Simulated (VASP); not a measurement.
# Ti (Fm-3m) in VASP: a series of runs

Aim: see how the results for Ti move with the level of theory and the settings. Levels: LDA, r2SCAN. Tasks: single point.

Program: VASP 6.6.1. These are calculated values, not measurements. Logs are shortened: lines on timing, memory, paths and dates and some standing lists are left out, and cuts for length are marked.

### Step 1. The cell of the first run

The structure is cubic, space group Fm-3m (No. 225). The conventional cell has a = 4.113 Å, b = 4.113 Å, c = 4.113 Å, α = 90.00°, β = 90.00°, γ = 90.00°. Within 3.8 Å of Ti (site symmetry m-3m) lie 12 Ti at 2.91 Å.

This isn't the form of Ti at room conditions, which is hcp.

### Step 2. Single point, LDA

The input, INCAR:

```
  PREC = Accurate
  ENCUT = 520
  EDIFF = 1E-7
  ISMEAR = -1
  SIGMA = 0.05
  LREAL = F
  LASPH = T
  NELM = 100
  ALGO = Normal
  ISIF = 2
  LWAVE = F
  LCHARG = T
  GGA = CA
  LELF = T
  LVHAR = T
  NBANDS = 12
```

The input, KPOINTS:

```
regular mesh
0
Gamma
  11 11 11
```

The input, POSCAR:

```
Ti
1.0
    0.0000000000      2.0567135898      2.0567135898
    2.0567135898      0.0000000000      2.0567135898
    2.0567135898      2.0567135898      0.0000000000
Ti
1
Direct
    0.0000000000      0.0000000000      0.0000000000
```

Potentials or basis: VASP PAW LDA potentials, release 64 (Ti_sv).

Run with:

```bash
$ cat potpaw_LDA.64/Ti_sv/POTCAR > POTCAR
$ mpirun -np 1 vasp_std > vasp.out
```

OUTCAR:

```text
PREC = Accurate
   ENCUT = 520
   EDIFF = 1E-7
   ISMEAR = -1
   LREAL = F
   LASPH = T
   NELM = 100
   ISIF = 2
   GGA = CA

 ion  position               nearest neighbor table
   1  0.000  0.000  0.000-

  LATTYP: Found a face centered cubic cell.
 ALAT       =     4.1134271796

  Lattice vectors:

 A1 = (   0.0000000000,   2.0567135898,   2.0567135898)
 A2 = (   2.0567135898,   0.0000000000,   2.0567135898)
 A3 = (   2.0567135898,   2.0567135898,   0.0000000000)

Analysis of symmetry for initial positions (statically):
=====================================================================
 Subroutine PRICEL returns:
 Original cell was already a primitive cell.

 Routine SETGRP: Setting up the symmetry group for a
 face centered cubic supercell.

 Subroutine GETGRP returns: Found 48 space group operations
 (whereof 48 operations were pure point group operations)
 out of a pool of 48 trial point group operations.

The static configuration has the point symmetry O_h .

Analysis of symmetry for dynamics (positions and initial velocities):
=====================================================================
 Subroutine PRICEL returns:
 Original cell was already a primitive cell.

 Routine SETGRP: Setting up the symmetry group for a
 face centered cubic supercell.

 Subroutine GETGRP returns: Found 48 space group operations
 (whereof 48 operations were pure point group operations)
 out of a pool of 48 trial point group operations.

The dynamic configuration has the point symmetry O_h .

 Subroutine INISYM returns: Found 48 space group operations
 (whereof 48 operations are pure point group operations),
 and found     1 'primitive' translations

----------------------------------------------------------------------------------------

                                     Primitive cell

  volume of cell :      17.4001

  direct lattice vectors                    reciprocal lattice vectors
     0.000000000  2.056713590  2.056713590    -0.243106285  0.243106285  0.243106285
     2.056713590  0.000000000  2.056713590     0.243106285 -0.243106285  0.243106285
     2.056713590  2.056713590  0.000000000     0.243106285  0.243106285 -0.243106285

  length of vectors
     2.908632253  2.908632253  2.908632253     0.421072437  0.421072437  0.421072437

  position of ions in fractional coordinates (direct lattice)
     0.000000000  0.000000000  0.000000000

  ion indices of the primitive-cell ions
   primitive index   ion index
                 1           1

----------------------------------------------------------------------------------------

 KPOINTS: regular mesh

Automatic generation of k-mesh.
 Grid dimensions read from file:
 generate k-points for:   11   11   11

 Generating k-lattice:

  Cartesian coordinates                     Fractional coordinates (reciprocal lattice)
    -0.022100571  0.022100571  0.022100571     0.090909091  0.000000000  0.000000000
     0.022100571 -0.022100571  0.022100571     0.000000000  0.090909091  0.000000000
     0.022100571  0.022100571 -0.022100571     0.000000000  0.000000000  0.090909091

  Length of vectors
     0.038279312  0.038279312  0.038279312

  Shift w.r.t. Gamma in fractional coordinates (k-lattice)
     0.000000000  0.000000000  0.000000000

 Subroutine IBZKPT returns following result:
 ===========================================

 Found     56 irreducible k-points:

 Following reciprocal coordinates:
            Coordinates               Weight
  0.000000  0.000000  0.000000      1.000000
  0.090909  0.000000  0.000000      8.000000
  0.181818  0.000000  0.000000      8.000000
  0.272727  0.000000  0.000000      8.000000
  0.363636  0.000000  0.000000      8.000000
  0.454545  0.000000  0.000000      8.000000
[... 16 lines left out ...]
 -0.272727  0.181818  0.000000     24.000000
 -0.181818  0.181818  0.000000     12.000000
 [... further k-points ...]
   k-points           NKPTS =     56   k-points in BZ     NKDIM =     56   number of bands    NBANDS=     12
   number of dos      NEDOS =    301   number of ions     NIONS =      1
   total plane-waves  NPLWV =  13824
   dimension x,y,z NGX =    24 NGY =   24 NGZ =   24
   dimension x,y,z NGXF=    48 NGYF=   48 NGZF=   48
   ions per type =               1
   NGX,Y,Z   is equivalent  to a cutoff of  13.72, 13.72, 13.72 a.u.
   NGXF,Y,Z  is equivalent  to a cutoff of  27.43, 27.43, 27.43 a.u.
 SYSTEM =  unknown system
   PREC   = accura    normal or accurate (medium, high low for compatibility)
   ISTART =      0    job   : 0-new  1-cont  2-samecut
   ICHARG =      2    charge: 1-file 2-atom 10-const
   ISPIN  =      1    spin polarized calculation?
   LNONCOLLINEAR =      F non collinear calculations
   LSORBIT =      F    spin-orbit coupling
   LASPH  =      T    aspherical Exc in radial PAW
   ENCUT  =  520.0 eV  38.22 Ry    6.18 a.u.   5.41  5.41  5.41*2*pi/ulx,y,z
   NELM   =    100;   NELMIN=  2; NELMDL= -5     # of ELM steps
   EDIFF  = 0.1E-06   stopping-criterion for ELM
   LREAL  =      F    real-space projection
   EDIFFG = 0.1E-05   stopping-criterion for IOM
   NSW    =      0    number of steps for IOM
   IBRION =     -1    ionic relax: 0-MD 1-quasi-New 2-CG
   NFREE  =      0    steps in history (QN), initial steepest desc. (CG)
   ISIF   =      2    stress and relaxation
   ISYM   =      2    0-nonsym 1-usesym 2-fastsym
   POTIM  = 0.5000    time-step for ionic-motion
   TEBEG  =    0.0;   TEEND  =   0.0 temperature during run
   PSTRESS=    0.0 pullay stress
   NELECT =      12.0000    total number of electrons
   NUPDOWN=      -1.0000    fix difference up-down
   EMIN   =  10.00;   EMAX   =-10.00  energy-range for DOS
   EFERMI =   0.00;   METHOD = LEGACY
   ISMEAR =    -1;   SIGMA  =   0.05  broadening in eV -4-tet -1-fermi 0-gaus
   EFERMI_NEDOS =   21; number of points for ismear=-14 and -15
   IALGO  =     38    algorithm
   IMIX   =      4    mixing-type and parameters
     AMIX     =   0.40;   BMIX     =  1.00
     AMIX_MAG =   1.60;   BMIX_MAG =  1.00
  volume/ion in A,a.u.               =      17.40       117.42
  Fermi-wavevector in a.u.,A,eV,Ry     =   1.446388  2.733277 28.463902  2.092038
  Thomas-Fermi vector in A             =   2.564462
   LORBIT       =      0    0 simple, 1 ext, 2 COOP (PROOUT), +10 PAW based schemes
   GGA     = CA    functional components
   LHFCALC =     F    Hartree Fock is set to
   AEXX    =    0.0000 exact exchange contribution
   IVDW    =     0    specifies the selected vdW correction
   LEPSILON=     F    determine dielectric tensor
   LRPA    =     F    only Hartree local field effects (RPA)
 non-spin polarized calculation
  energy-cutoff  :      520.00
  volume of cell :       17.40
 maximum number of plane-waves:       495
 NGX is ok and might be reduce to    24
   NGX = 11   NGY = 11   NGZ = 11

 number of electron      12.0000002 magnetization

 Free energy of the ion-electron system (eV)
  ---------------------------------------------------
  ext. energy  EPLUGINS =         0.00000000
  ---------------------------------------------------
  free energy    TOTEN  =        -8.46867945 eV

  energy without entropy =       -8.45700823  energy(sigma->0) =       -8.46284384

 E-fermi :   7.9672     XC(G=0): -11.7741

 val. band max:        7.9262983048   @ k =   0.1818   0.1818   0.0000
 cond. band min:       7.9893439861   @ k =   0.2727   0.0000   0.0000
 fundamental gap:      0.0630456813
 Fermi energy:         7.9671661153

 k-point     1 :       0.0000    0.0000    0.0000
  band No.  band energies     occupation
      1     -48.0467      2.00000
      2     -24.2786      2.00000
      3     -24.2786      2.00000
      4     -24.2786      2.00000
      5       1.9493      2.00000
      6       8.8150      0.00000
      7       8.8150      0.00000
      8       8.8150      0.00000
      9      10.4146      0.00000
     10      10.4146      0.00000
     11      23.3044      0.00000
     12      27.6777      0.00000

 k-point     2 :       0.0909    0.0000    0.0000
  band No.  band energies     occupation
      1     -48.0366      2.00000
      2     -24.3352      2.00000
      3     -24.2858      2.00000
      4     -24.2858      2.00000
      5       2.2149      2.00000
      6       8.6575      0.00000
      7       8.9076      0.00000
      8       8.9076      0.00000
      9      10.3581      0.00000
     10      10.3581      0.00000
     11      23.4881      0.00000
     12      25.9494      0.00000

 k-point     3 :       0.1818    0.0000    0.0000
  band No.  band energies     occupation
      1     -48.0095      2.00000
      2     -24.4848      2.00000
      3     -24.3047      2.00000
      4     -24.3047      2.00000
      5       2.9602      2.00000
      6       8.2942      0.00288
      7       9.0695      0.00000
      8       9.0695      0.00000
      9      10.3245      0.00000
     10      10.3245      0.00000
     11      22.7422      0.00000
     12      24.3529      0.00000

 k-point     4 :       0.2727    0.0000    0.0000
  band No.  band energies     occupation
      1     -47.9738      2.00000
      2     -24.6772      2.00000
      3     -24.3293      2.00000
      4     -24.3293      2.00000
      5       4.0016      2.00000
      6       7.9893      0.78179
      7       9.0304      0.00000
      8       9.0304      0.00000
      9      10.6047      0.00000
     10      10.6047      0.00000
     11      20.2934      0.00000
     12      23.8899      0.00000

 k-point     5 :       0.3636    0.0000    0.0000
  band No.  band energies     occupation
      1     -47.9407      2.00000
      2     -24.8506      2.00000
      3     -24.3518      2.00000
      4     -24.3518      2.00000
      5       4.9343      2.00000
      6       8.0857      0.17096
      7       8.8412      0.00000
      8       8.8412      0.00000
      9      11.0986      0.00000
     10      11.0986      0.00000
     11      17.9627      0.00000
     12      23.1398      0.00000
[... 228 lines left out ...]
      1     -47.9028      2.00000
      2     -24.8959      2.00000
      3     -24.5015      2.00000
      4     -24.4058      2.00000
      5       6.1078      2.00000
      6       7.4308      1.99996
      7       8.4405      0.00015
      8       9.2990      0.00000
      9      11.4577      0.00000
     10      12.9904      0.00000
     11      16.0012      0.00000
     12      21.7863      0.00000

 k-point    22 :      -0.3636    0.1818    0.0000
  band No.  band energies     occupation
      1     -47.9093      2.00000
      2     -24.8633      2.00000
      3     -24.5158      2.00000
      4     -24.3825      2.00000
      5       6.0283      2.00000
      6       7.6155      1.99824
      7       8.2464      0.00749
      8       9.2802      0.00000
      9      10.9814      0.00000
     10      12.7949      0.00000
     11      16.9190      0.00000
     12      21.4042      0.00000

 k-point    23 :      -0.2727    0.1818    0.0000
  band No.  band energies     occupation
      1     -47.9314      2.00000
      2     -24.7717      2.00000
      3     -24.4949      2.00000
      4     -24.3516      2.00000
      5       5.4178      2.00000
      6       7.6658      1.99519
      7       8.3022      0.00246
      8       9.4084      0.00000
      9      10.3213      0.00000
     10      12.1184      0.00000
     11      19.1352      0.00000
     12      21.3978      0.00000

 k-point    24 :      -0.1818    0.1818    0.0000
  band No.  band energies     occupation
      1     -47.9618      2.00000
      2     -24.6589      2.00000
      3     -24.4352      2.00000
      4     -24.3228      2.00000
      5       4.4091      2.00000
      6       7.7753      1.95782
      7       8.7329      0.00000
      8       9.6587      0.00000
      9       9.7007      0.00000
     10      11.3874      0.00000
     11      21.4293      0.00000
     12      21.8885      0.00000

 [... further k-points ...]

------------------------ aborting loop because EDIFF is reached ----------------------------------------

  FORCE on cell =-STRESS in cart. coord.  units (eV):
  Direction    XX          YY          ZZ          XY          YZ          ZX
  --------------------------------------------------------------------------------------
  -------------------------------------------------------------------------------------
  Total       -0.9784339     -0.9784339     -0.9784339      0.0000000      0.0000000      0.0000000
  in kB      -90.0929141    -90.0929141    -90.0929141      0.0000000      0.0000000      0.0000000
  external PRESSURE =     -90.0929141 kB  Pullay stress =       0.0000000 kB

 VOLUME and BASIS-vectors are now :
 -----------------------------------------------------------------------------
  energy-cutoff  :      520.00
  volume of cell :       17.40
      direct lattice vectors                 reciprocal lattice vectors
     0.000000000  2.056713590  2.056713590    -0.243106285  0.243106285  0.243106285
     2.056713590  0.000000000  2.056713590     0.243106285 -0.243106285  0.243106285
     2.056713590  2.056713590  0.000000000     0.243106285  0.243106285 -0.243106285

 POSITION                                       TOTAL-FORCE (eV/Angst)
 -----------------------------------------------------------------------------------
      0.00000      0.00000      0.00000         0.000000      0.000000      0.000000
 -----------------------------------------------------------------------------------
    total drift:                               -0.000000      0.000000      0.000000

  FREE ENERGIE OF THE ION-ELECTRON SYSTEM (eV)
  ---------------------------------------------------
  free  energy   TOTEN  =        -8.4686794501 eV

  energy  without entropy=       -8.4570082286  energy(sigma->0) =       -8.46284384
```

It took 8 s on 1 thread of AMD EPYC 9R45 (Zen 5), shared host; peak memory 0.1 GiB.

Results:

- Free energy: -8.4687 eV
- Pressure: -9.0 GPa
- Band gap on the k mesh: zero (bands 6 and 7 overlap by 1.12 eV)

Caveat: the cell stands under tension.

[end of part 1 of 2]
